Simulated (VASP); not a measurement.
Set up this calculation in VASP 6.6.1, as the native input.

```
Task                   : single point
Functional             : PBE
Potentials or basis    : VASP PAW PBE potentials, release 64 (Mo_sv)
Cutoff                 : 500 eV
k mesh                 : 18 × 18 × 18
Occupations            : methfessel-paxton, width 0.2 eV
Spin                   : no spin polarisation
Dipole correction      : no
Further INCAR settings : ALGO = Normal; EDIFF = 1e-06; NBANDS = 13
```

The structure of Mo lies in POSCAR:

```
Mo
1.0
   -1.5802354162      1.5802354162      1.5802354162
    1.5802354162     -1.5802354162      1.5802354162
    1.5802354162      1.5802354162     -1.5802354162
Mo
1
Direct
    0.0000000000      0.0000000000      0.0000000000
```

The input as run:

INCAR

```
SYSTEM = Mo
  PREC = Accurate
  ENCUT = 500
  EDIFF = 1E-6
  ISMEAR = 1
  SIGMA = 0.2
  LREAL = .FALSE.
  LASPH = .TRUE.
  NELM = 120
  ALGO = Normal
  ISIF = 2
  LWAVE = .FALSE.
  LCHARG = .FALSE.
  GGA = PE
  NBANDS = 13
  GGA_COMPAT = .FALSE.
```

KPOINTS

```
Automatic mesh
0
G
  18 18 18
  0 0 0
```

Potentials or basis: VASP PAW PBE potentials, release 64 (Mo_sv).

The run is started by

```bash
$ cat potpaw_PBE.64/Mo_sv/POTCAR > POTCAR
$ mpirun -np 1 vasp_std > vasp.out
```

It gave:

- Pressure: 0.5 GPa
- Band gap on the k mesh: zero (bands 7 and 8 overlap by 5.27 eV)

Wall time 23 s on 1 thread of Intel Xeon 8259CL (shared host), peak memory 0.15 GiB.
